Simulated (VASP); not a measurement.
ZnO (ZnO (P6_3mc)):

```xyz
4
Lattice="3.2374 0.0000 0.0000 -1.6187 2.8036 0.0000 0.0000 0.0000 5.2221" Properties=species:S:1:pos:R:3 pbc="T T T"
Zn    1.6187    0.9345    2.6141
Zn    0.0000    1.8691    0.0031
O     1.6187    0.9345    4.5939
O     0.0000    1.8691    1.9829
```

```yaml
Program: VASP 6.6.1
Task: relaxation of cell and atoms
Functional: PBE
Potentials_or_basis: VASP PAW PBE potentials, release 64 (Zn, O)
Cutoff: 600 eV
k_mesh: 10 × 10 × 6
Occupations: gaussian, width 0.01 eV
Spin: no spin polarisation
```

At the start: pressure 6.5 GPa; volume 11.85 Å³/atom.

Question: How do energy, volume and symmetry change on relaxing?

Answer: Over 3 steps the energy falls by 10.6 meV/atom and the volume is 12.40 Å³/atom (+4.6 %); space group P6_3mc (No. 186, to 0.05 Å).

The path:
| step | energy change (eV) | largest force (eV/Å) | pressure (GPa) | volume (Å³) |
| --- | --- | --- | --- | --- |
| 1 | 0.0000 | 0.0020 | 6.49 | 47.40 |
| 2 | -0.0316 | 0.0006 | -2.88 | 50.77 |
| 3 | -0.0423 | 0.0010 | -0.02 | 49.58 |

Final structure:
```xyz
4
Lattice="3.2863 0.0000 0.0000 -1.6431 2.8460 0.0000 0.0000 0.0000 5.3017" Properties=species:S:1:pos:R:3 pbc="T T T"
Zn    1.6431    0.9487    2.6539
Zn    0.0000    1.8973    0.0031
O     1.6431    0.9487    4.6641
O     0.0000    1.8973    2.0132
```
